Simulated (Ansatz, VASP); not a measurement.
## Hf: VASP beside Ansatz

```xyz
2
Lattice="3.1174 0.0000 0.0000 -1.5587 2.6997 0.0000 0.0000 0.0000 4.9496" Properties=species:S:1:pos:R:3 pbc="T T T"
Hf    0.0000    1.7998    1.2374
Hf    1.5587    0.8999    3.7122
```

Alike in both runs: functional LDA; k mesh 16 × 16 × 9; occupations fermi-dirac, width 0.1 eV; no spin polarisation.

Ansatz relaxed the structure, and its values are those at the end. VASP's run is a single point on that final structure, the one shown.

|  | VASP | Ansatz |
| --- | --- | --- |
| version | VASP 6.6.1 | Ansatz 0.2.0 |
| potentials or method | VASP PAW LDA potentials, release 64 (Hf_pv) | PAW with Ansatz's default frozen-core files, scalar-relativistic |
| plane-wave cutoff (eV) | 520 | 420 |
| valence electrons in the cell | 20 | 52 |

Ansatz gave:

| Item | Value |
| --- | --- |
| pressure (GPa) | 0.0 |

Task: What did VASP give for the same quantities?

Result: Pressure (GPa): 0.1.

LDA's correlation is that of Perdew and Zunger in VASP and of Perdew and Wang (1992) in Ansatz. VASP's potentials hold 20 valence electrons a cell and Ansatz's 52, so a difference there can come from the potentials and not from the codes.

Spin-orbit coupling is off throughout.
